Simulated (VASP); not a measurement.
A run of VASP 6.6.1:

The input INCAR:

```
PREC = Accurate ; ENCUT = 520
EDIFF = 1E-8 ; ISMEAR = -1
SIGMA = 0.08 ; LREAL = False
LASPH = True ; NELM = 100
ALGO = Normal ; ISIF = 2
LWAVE = False ; LCHARG = False
GGA = PE ; LEFG = True
NBANDS = 17
```

File KPOINTS:

```
Automatic mesh
0
Gamma
  12 12 12
```

File POSCAR:

```
SnO
1.0
    0.0000000000      2.7375941698      2.7375941698
    2.7375941698      0.0000000000      2.7375941698
    2.7375941698      2.7375941698      0.0000000000
Sn O
1 1
Direct
    0.0000000000      0.0000000000      0.0000000000
    0.2500000000      0.2500000000      0.2500000000
```

Potentials or basis: VASP PAW PBE potentials, release 64 (Sn_d, O).

The run is started by

```console
$ cat potpaw_PBE.64/Sn_d/POTCAR potpaw_PBE.64/O/POTCAR > POTCAR
$ mpirun -np 1 vasp_std > vasp.out
```

Hardware: 1 thread of Intel Xeon 6975P-C, with other jobs on the host.

**Question.** How long does it take, and how much memory?

**Answer.** It took 65 s on 1 thread of Intel Xeon 6975P-C, with other jobs on the host, peak memory 0.2 GiB. Counts: scf iterations 16, k points 72.
